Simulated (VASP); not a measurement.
A run of VASP 6.6.1 is set up as follows.

POSCAR

```
CsH
1.0
    0.0000000000      2.8403280946      4.0162239258
    2.8403280946      0.0000000000      4.0162239258
    2.8403280946      2.8403280946      0.0000000000
Cs H
1 1
Direct
    0.0000000000      0.0000000000      0.0000000000
    0.5000000000      0.5000000000      0.5000000000
```

File INCAR.step1:

```
ALGO = Normal
EDIFF = 1E-4
ENCUT = 520
GGA = PE
ISMEAR = 0
LASPH = True
LCHARG = False
LREAL = False
LWAVE = True
NBANDS = 12
NELM = 80
PREC = Accurate
SIGMA = 0.05
```

INCAR.step2

```
ALGO = Normal
EDIFF = 1E-7
ENCUT = 520
ISIF = 2
ISMEAR = 0
ISTART = 1
LASPH = True
LCHARG = True
LELF = True
LMIXTAU = True
LREAL = False
LVHAR = True
LWAVE = False
METAGGA = R2SCAN
NBANDS = 12
NELM = 80
PREC = Accurate
SIGMA = 0.05
```

The input KPOINTS:

```
k-points
0
Gamma
  8 8 8
```

Potentials or basis: VASP PAW PBE potentials, release 64 (Cs_sv, H).

Launch:

```sh
$ cat potpaw_PBE.64/Cs_sv/POTCAR potpaw_PBE.64/H/POTCAR > POTCAR
$ cp INCAR.step1 INCAR
$ mpirun -np 1 vasp_std > vasp.out
$ cp INCAR.step2 INCAR
$ mpirun -np 1 vasp_std > vasp.out
```

(1) Predict the band gap on the k mesh.

(2) Predict the pressure.

Answers

(1) 2.19 eV, direct.

(2) 2.5 GPa.

Caveat: the PAW data sets were made with another functional, which shifts forces and pressure a little; spin-orbit coupling is left out, which moves the levels of the heavy elements.
